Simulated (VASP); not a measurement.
## Ti: single point with PBE

Crystal: Ti.

```
Ti
1.0
     4.58036    0.00000    0.00000
    -2.29018    3.96671    0.00000
     0.00000    0.00000    2.83046
Ti
3
Direct
  0.00000 0.00000 0.00000
  0.33333 0.66667 0.50000
  0.66667 0.33333 0.50000
```

This isn't the form of Ti at room conditions, which is hcp.

```yaml
Program: VASP 6.6.1
Task: single point
Functional: PBE
Potentials_or_basis: VASP PAW PBE potentials, release 64 (Ti_sv)
Cutoff: 520 eV
k_mesh: 11 × 11 × 15
Occupations: fermi-dirac, width 0.05 eV
Spin: collinear spin
Starting_moments: "[1.0, 1.0, 1.0] μB"
```

| Item | Value |
| --- | --- |
| Pressure | -0.2 GPa |
| Band gap on the k mesh | zero (filled and empty bands overlap) |
| Net moment | 0.00 μB per cell |
| Valence electrons inside the program's atomic spheres | Ti 10.19, 10.31 (each value once) |

Stress tensor (GPa, compression positive):
```
-0.24  0.00  0.00
 0.00 -0.24  0.00
 0.00  0.00 -0.11
```

Levels at points of the mesh, in eV from the Fermi level:
Spin up:
```csv
k point,band 16,band 17,band 18,band 19,band 20,band 21
"(0.00, 0.00, 0.00)",-0.70,-0.61,-0.61,-0.03,0.68,1.29
```
Spin down:
```tsv
k point	band 15	band 16	band 17	band 18	band 19	band 20	band 21	band 22
(0.00, 0.00, 0.00)	-0.70	-0.70	-0.61	-0.61	-0.03	0.68	1.29	1.29
```

It took 5.2 min on 1 thread of Intel(R) Xeon(R) Platinum 8375C CPU @ 2.90GHz (Ice Lake), with other jobs on the host, peak memory 0.38 GiB.
